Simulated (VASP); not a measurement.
Here is a VASP 6.6.1 calculation.

POSCAR

```
YBeCl5
1.0
    4.3407864568      0.0000000000      0.0000000000
    0.0000000000      4.3407864568      0.0000000000
    0.0000000000      0.0000000000      7.0986664602
Y Be Cl
1 1 5
Direct
    0.5000000000      0.5000000000      0.0000000000
    0.0000000000      0.0000000000      0.5000000000
    0.0000000000      0.5000000000      0.2936189848
    0.0000000000      0.5000000000      0.7063810152
    0.5000000000      0.0000000000      0.2936189848
    0.5000000000      0.0000000000      0.7063810152
    0.0000000000      0.0000000000      0.0000000000
```

File INCAR.step1:

```
PREC = Accurate
ENCUT = 520
ISMEAR = -1
SIGMA = 0.03
LREAL = False
LASPH = True
NELM = 100
NBANDS = 33
GGA = PE
ALGO = Normal
EDIFF = 1E-4
LWAVE = True
LCHARG = False
```

INCAR.step2

```
PREC = Accurate
ENCUT = 520
EDIFF = 1E-6
ISMEAR = -1
SIGMA = 0.03
LREAL = False
LASPH = True
NELM = 100
ALGO = Normal
ISIF = 2
LWAVE = False
LCHARG = True
METAGGA = R2SCAN
LMIXTAU = True
LUSE_VDW = True
IVDW_NL = 2
BPARAM = 11.95
CPARAM = 0.0093
LELF = True
LVHAR = True
NBANDS = 33
ISTART = 1
```

The input KPOINTS:

```
Automatic mesh
0
Gamma
  6 6 4
```

Potentials or basis: VASP PAW PBE potentials, release 64 (Y_sv, Be, Cl).

Run with:

```console
$ cat potpaw_PBE.64/Y_sv/POTCAR potpaw_PBE.64/Be/POTCAR potpaw_PBE.64/Cl/POTCAR > POTCAR
$ cp INCAR.step1 INCAR
$ mpirun -np 1 vasp_std > vasp.out
$ cp INCAR.step2 INCAR
$ mpirun -np 1 vasp_std > vasp.out
```

(1) Estimate the band gap on the k mesh.

(2) Predict the largest force.

(3) What does it give for the pressure?

## Answers

(1) 2.46 eV, indirect (least direct gap 3.13 eV).

(2) 0.004 eV/Å.

(3) -0.1 GPa.

Caveat: the PAW data sets were made with another functional, which shifts forces and pressure a little.
